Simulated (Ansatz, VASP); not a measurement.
# PbI2 in VASP and in Ansatz

Contents of INCAR:

```
SYSTEM = PbI2
PREC = Accurate ; ENCUT = 500
EDIFF = 1E-6 ; ISMEAR = 0
SIGMA = 0.01 ; LREAL = .False.
LASPH = .True. ; NELM = 200
ALGO = Normal ; ISIF = 2
LWAVE = .False. ; LCHARG = .False.
LNONCOLLINEAR = .True. ; MAGMOM = 0 0 0 0 0 0 0 0 0
LORBIT = 11 ; LSORBIT = .True.
GGA_COMPAT = .False. ; LORBMOM = .True.
GGA = PE ; NBANDS = 41
```

The input KPOINTS:

```
regular mesh
0
Gamma
  6 6 4
  0 0 0
```

The input POSCAR:

```
PbI2
1.0
    4.5638667773      0.0000000000      0.0000000000
   -2.2819333886      3.9524245686      0.0000000000
    0.0000000000      0.0000000000      7.0467140841
Pb I
1 2
Direct
    0.0000000000      0.0000000000      0.0000000000
    0.6666666667      0.3333333333      0.7332470705
    0.3333333333      0.6666666667      0.2667529295
```

Input for Ansatz:

```yaml
crystal:
  lattice:
    - [4.5638667773, 0.0, 0.0]
    - [-2.2819333886, 3.9524245686, 0.0]
    - [0.0, 0.0, 7.0467140841]
  atoms:
    - { symbol: Pb, position: [0.0, 0.0, 0.0] }
    - { symbol: I, position: [0.6666666667, 0.3333333333, 0.7332470705] }
    - { symbol: I, position: [0.3333333333, 0.6666666667, 0.2667529295] }
kpoints:
  mp_grid: { grid: [6, 6, 4] }
  band_path:
    path:
      - [0.0, 0.0, 0.0]
      - [0.5, 0.0, 0.0]
      - [0.3333333333, 0.3333333333, 0.0]
      - [0.0, 0.0, 0.5]
      - [0.5, 0.0, 0.5]
      - [0.3333333333, 0.3333333333, 0.5]
    npoints: 1
hamiltonian:
  xc: pbe
scf:
  occupations: { method: fixed }
  n_extra_bands: 8
magnetization:
  noncollinear: true
  spin_orbit: true
output:
  forces: true
  stress: true
  eigenvalues: true
```

Alike in both runs: task single point; functional PBE; k mesh 6 × 6 × 4; non-collinear spin, spin-orbit coupling.

|  | VASP | Ansatz |
| --- | --- | --- |
| version | VASP 6.6.1 | Ansatz 0.2.0 |
| potentials or method | VASP PAW PBE potentials, release 64 (Pb_d, I) | plane waves, PAW |
| plane-wave cutoff (eV) | 500 | 420 |
| occupations | gaussian, width 0.01 eV | fixed |
| valence electrons in the cell | 28 | 48 |

|  | VASP | Ansatz | Ansatz less VASP |
| --- | --- | --- | --- |
| pressure (GPa) | 1.3 | 1.2 | -0.01 |
| rms of the force components (eV/Å) | 0.034 | 0.035 | +0.0002 |

Atom by atom the forces differ by 0.000 eV/Å (rms over components). VASP's potentials hold 28 valence electrons a cell and Ansatz's 48, so a difference there can come from the potentials and not from the codes.
